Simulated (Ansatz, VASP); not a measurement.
**MgF2: VASP beside Ansatz**

```
Mg F
1.0
     4.80690    0.00000    0.00000
     0.00000    4.80690    0.00000
     0.00000    0.00000    2.98157
Mg F
2 4
Direct
  0.00000 0.00000 0.00000
  0.50000 0.50000 0.50000
  0.30397 0.30397 0.00000
  0.19603 0.80397 0.50000
  0.80397 0.19603 0.50000
  0.69603 0.69603 0.00000
```

Change from the starting cell: epitaxial_xy strain +4.0%.

Alike in both runs: task single point; functional HSE06; k mesh 4 × 4 × 6; no spin polarisation.

|  | VASP | Ansatz |
| --- | --- | --- |
| version | VASP 6.6.1 | Ansatz 0.2.0 |
| potentials or method | VASP PAW PBE potentials, release 64 (Mg, F) | plane waves, PAW |
| plane-wave cutoff (eV) | 520 | 420 |
| occupations | gaussian, width 0.01 eV | fixed |
| valence electrons in the cell | 32 | 48 |

VASP gave:

| Property | Result |
| --- | --- |
| gap on the k mesh at the Fermi level (eV) | 9.09 |
| pressure (GPa) | -3.9 |
| traceless stress, the component that is largest in VASP (GPa) | 4.45 |
| rms of the force components (eV/Å) | 0.014 |

Problem. Estimate Ansatz's values.

Solution. gap on the k mesh at the Fermi level (eV): 9.15; pressure (GPa): -3.5; traceless stress, the component that is largest in VASP (GPa): 4.37; rms of the force components (eV/Å): 0.020.

Atom by atom the forces differ by 0.006 eV/Å (rms over components). VASP's potentials hold 32 valence electrons a cell and Ansatz's 48, so a difference there can come from the potentials and not from the codes. Ansatz's warnings: stress exchange threshold loose, stress scf threshold loose.
